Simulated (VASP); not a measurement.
# InP (F-43m) in VASP: single point with PBE0

Aim: the single point of InP with PBE0.

Everything below comes from runs of VASP 6.6.1. Logs are shortened: lines on timing, memory, paths and dates and some standing lists are left out, and cuts for length are marked.

## (1) The cell of the first run

It takes space group F-43m (No. 216, cubic). The conventional cell has a = 5.908 Å, b = 5.908 Å, c = 5.908 Å, α = 90.00°, β = 90.00°, γ = 90.00°. Within 3.4 Å of In (site symmetry -43m) lie 4 P at 2.56 Å. Within 3.4 Å of P (site symmetry -43m) lie 4 In at 2.56 Å.

## (2) Single point, PBE0

POSCAR

```
InP
1.0
    0.0000000000      2.9537876370      2.9537876370
    2.9537876370      0.0000000000      2.9537876370
    2.9537876370      2.9537876370      0.0000000000
In P
1 1
Direct
    0.0000000000      0.0000000000      0.0000000000
    0.2500000000      0.2500000000      0.2500000000
```

INCAR.step1

```
SYSTEM = InP
  PREC = Accurate
  ENCUT = 520
  EDIFF = 1E-5
  ISMEAR = 0
  SIGMA = 0.01
  LREAL = .False.
  LASPH = .True.
  NELM = 100
  ALGO = Normal
  ISIF = 2
  LWAVE = .True.
  LCHARG = .False.
  NBANDS = 16
  GGA = PE
```

INCAR.step2

```
SYSTEM = InP
  PREC = Accurate
  ENCUT = 520
  EDIFF = 1E-6
  ISMEAR = 0
  SIGMA = 0.01
  LREAL = .False.
  LASPH = .True.
  NELM = 100
  ALGO = Normal
  ISIF = 2
  LWAVE = .False.
  LCHARG = .False.
  GGA = PE
  LHFCALC = .True.
  AEXX = 0.25
  PRECFOCK = Normal
  NBANDS = 16
  ISTART = 1
```

KPOINTS

```
regular mesh
0
Gamma
  6 6 6
  0 0 0
```

Potentials or basis: VASP PAW PBE potentials, release 64 (In_d, P).

Run with:

```
> cat potpaw_PBE.64/In_d/POTCAR potpaw_PBE.64/P/POTCAR > POTCAR
> cp INCAR.step1 INCAR
> mpirun -np 1 vasp_std > vasp.out
> cp INCAR.step2 INCAR
> mpirun -np 1 vasp_std > vasp.out
```

OUTCAR:

```text
SYSTEM = InP
   PREC = Accurate
   ENCUT = 520
   EDIFF = 1E-6
   ISMEAR = 0
   LREAL = .False.
   LASPH = .True.
   NELM = 100
   ISIF = 2
   GGA = PE
   LHFCALC = .True.
   AEXX = 0.25
   PRECFOCK = Normal
   ISTART = 1

 ion  position               nearest neighbor table
   1  0.000  0.000  0.000-   2 2.56   2 2.56   2 2.56   2 2.56
   2  0.250  0.250  0.250-   1 2.56   1 2.56   1 2.56   1 2.56

  LATTYP: Found a face centered cubic cell.
 ALAT       =     5.9075752740

  Lattice vectors:

 A1 = (   0.0000000000,   2.9537876370,   2.9537876370)
 A2 = (   2.9537876370,   0.0000000000,   2.9537876370)
 A3 = (   2.9537876370,   2.9537876370,   0.0000000000)

Analysis of symmetry for initial positions (statically):
=====================================================================
 Subroutine PRICEL returns:
 Original cell was already a primitive cell.

 Routine SETGRP: Setting up the symmetry group for a
 face centered cubic supercell.

 Subroutine GETGRP returns: Found 24 space group operations
 (whereof 24 operations were pure point group operations)
 out of a pool of 48 trial point group operations.

The static configuration has the point symmetry T_d .

Analysis of symmetry for dynamics (positions and initial velocities):
=====================================================================
 Subroutine PRICEL returns:
 Original cell was already a primitive cell.

 Routine SETGRP: Setting up the symmetry group for a
 face centered cubic supercell.

 Subroutine GETGRP returns: Found 24 space group operations
 (whereof 24 operations were pure point group operations)
 out of a pool of 48 trial point group operations.

The dynamic configuration has the point symmetry T_d .

 Subroutine INISYM returns: Found 24 space group operations
 (whereof 24 operations are pure point group operations),
 and found     1 'primitive' translations

----------------------------------------------------------------------------------------

                                     Primitive cell

  volume of cell :      51.5428

  direct lattice vectors                    reciprocal lattice vectors
     0.000000000  2.953787637  2.953787637    -0.169274187  0.169274187  0.169274187
[... 81 lines left out ...]
   IBRION =     -1    ionic relax: 0-MD 1-quasi-New 2-CG
   NFREE  =      0    steps in history (QN), initial steepest desc. (CG)
   ISIF   =      2    stress and relaxation
   ISYM   =      3    0-nonsym 1-usesym 2-fastsym
   POTIM  = 0.5000    time-step for ionic-motion
   TEBEG  =    0.0;   TEEND  =   0.0 temperature during run
   PSTRESS=    0.0 pullay stress
   NELECT =      18.0000    total number of electrons
   NUPDOWN=      -1.0000    fix difference up-down
   EMIN   =  10.00;   EMAX   =-10.00  energy-range for DOS
   EFERMI =   0.00;   METHOD = LEGACY
   ISMEAR =     0;   SIGMA  =   0.01  broadening in eV -4-tet -1-fermi 0-gaus
   EFERMI_NEDOS =   21; number of points for ismear=-14 and -15
   IALGO  =     38    algorithm
   IMIX   =      1    mixing-type and parameters
     AMIX     =   0.40;   BMIX     =  1.00
     AMIX_MAG =   1.60;   BMIX_MAG =  1.00
  volume/ion in A,a.u.               =      25.77       173.91
  Fermi-wavevector in a.u.,A,eV,Ry     =   1.152860  2.178589 18.083301  1.329085
  Thomas-Fermi vector in A             =   2.289508
   LORBIT       =      0    0 simple, 1 ext, 2 COOP (PROOUT), +10 PAW based schemes
   GGA     = PE    functional components
   LHFCALC =     T    Hartree Fock is set to
   PRECFOCK=normal    Normal, Fast or Accurate (Low or Medium for compatibility)
   ENCUT4O =  -1.0   cutoff for four orbital integrals eV
   NKREDX  =     1    reduce k-point grid by
   NKREDY  =     1    reduce k-point grid by
   NKREDZ  =     1    reduce k-point grid by
   AEXX    =    0.2500 exact exchange contribution
   HFSCREEN=    0.0000 screening length (either q_TF or 0.3 A-1)
   HFSCREENC=   0.0000 screening length for correlation (either q_TF or 0.3 A-1)
   ENCUTFOCK=  -1.0 apply spherical cutoff to Coloumb kernel
   IVDW    =     0    specifies the selected vdW correction
   LEPSILON=     F    determine dielectric tensor
   LRPA    =     F    only Hartree local field effects (RPA)
 non-spin polarized calculation
 Gauss-broadening in eV      SIGMA  =   0.01
  energy-cutoff  :      520.00
  volume of cell :       51.54
 maximum number of plane-waves:      1411
  NGX = 24; NGY = 24; NGZ = 24

 number of electron      18.0000009 magnetization

 Free energy of the ion-electron system (eV)
  ---------------------------------------------------
  ext. energy  EPLUGINS =         0.00000000
  ---------------------------------------------------
  free energy    TOTEN  =       -10.89228799 eV

  energy without entropy =      -10.89228799  energy(sigma->0) =      -10.89228799

 E-fermi :   4.2439     XC(G=0):  -7.2683

 val. band max:        4.1699216673   @ k =   0.0000   0.0000   0.0000
 cond. band min:       6.1578160844   @ k =   0.0000   0.0000   0.0000
 fundamental gap:      1.9878944171
 Fermi energy:         4.2439400176

 k-point     1 :       0.0000    0.0000    0.0000
  band No.  band energies     occupation
      1     -11.7527      2.00000
      2     -11.7527      2.00000
      3     -11.7527      2.00000
      4     -11.6021      2.00000
      5     -11.6021      2.00000
      6      -8.4977      2.00000
[... 281 lines left out ...]
      3     -11.6612      2.00000
      4     -11.6290      2.00000
      5     -11.5833      2.00000
      6      -5.9578      2.00000
[... 8 lines left out ...]
     15      17.3439      0.00000
     16      18.0197      0.00000

------------------------ aborting loop because EDIFF is reached ----------------------------------------

  FORCE on cell =-STRESS in cart. coord.  units (eV):
  Direction    XX          YY          ZZ          XY          YZ          ZX
  --------------------------------------------------------------------------------------
  -------------------------------------------------------------------------------------
  Total       -0.2009397     -0.2009397     -0.2009397      0.0000000      0.0000000      0.0000000
  in kB       -6.2460933     -6.2460933     -6.2460933      0.0000000      0.0000000      0.0000000
  external PRESSURE =      -6.2460933 kB  Pullay stress =       0.0000000 kB

 VOLUME and BASIS-vectors are now :
 -----------------------------------------------------------------------------
  energy-cutoff  :      520.00
  volume of cell :       51.54
      direct lattice vectors                 reciprocal lattice vectors
     0.000000000  2.953787637  2.953787637    -0.169274187  0.169274187  0.169274187
     2.953787637  0.000000000  2.953787637     0.169274187 -0.169274187  0.169274187
     2.953787637  2.953787637  0.000000000     0.169274187  0.169274187 -0.169274187

 POSITION                                       TOTAL-FORCE (eV/Angst)
 -----------------------------------------------------------------------------------
      0.00000      0.00000      0.00000         0.000000      0.000000      0.000000
      1.47689      1.47689      1.47689        -0.000000     -0.000000     -0.000000
 -----------------------------------------------------------------------------------
    total drift:                                0.000056      0.000048      0.000033

  FREE ENERGIE OF THE ION-ELECTRON SYSTEM (eV)
  ---------------------------------------------------
  free  energy   TOTEN  =       -10.8922879928 eV

  energy  without entropy=      -10.8922879928  energy(sigma->0) =      -10.89228799
```

OUTCAR.step1:

```text
SYSTEM = InP
   PREC = Accurate
   ENCUT = 520
   EDIFF = 1E-5
   ISMEAR = 0
   LREAL = .False.
   LASPH = .True.
[... 514 lines left out ...]
      0.00000      0.00000      0.00000         0.000000      0.000000      0.000000
      1.47689      1.47689      1.47689        -0.000000     -0.000000     -0.000000
 -----------------------------------------------------------------------------------
    total drift:                               -0.000000     -0.000000     -0.000000

  FREE ENERGIE OF THE ION-ELECTRON SYSTEM (eV)
  ---------------------------------------------------
  free  energy   TOTEN  =        -8.3886973063 eV

  energy  without entropy=       -8.3886973063  energy(sigma->0) =       -8.38869731
```

It took 34 min on 1 thread of Intel Xeon Platinum 8375C at 2.90GHz (Ice Lake), shared host; peak memory 0.2 GiB.

Results:

```
Free energy            : -10.8923 eV
Pressure               : -0.6 GPa
Band gap on the k mesh : 1.99 eV, direct
```

Levels at points of the mesh, in eV from the valence-band top:
| k point | band 7 | band 8 | band 9 | band 10 | band 11 | band 12 |
| --- | --- | --- | --- | --- | --- | --- |
| (0.00, 0.00, 0.00) | 0.00 | 0.00 | 0.00 | 1.99 | 5.61 | 5.61 |
| (0.50, 0.00, 0.00) | -6.21 | -1.04 | -1.04 | 2.85 | 6.35 | 6.35 |
| (0.50, 0.50, 0.00) | -6.22 | -2.50 | -2.50 | 3.06 | 3.67 | 10.98 |

Caveat: the PAW data sets were made with another functional, which shifts forces and pressure a little; spin-orbit coupling is left out, which moves the levels of the heavy elements.
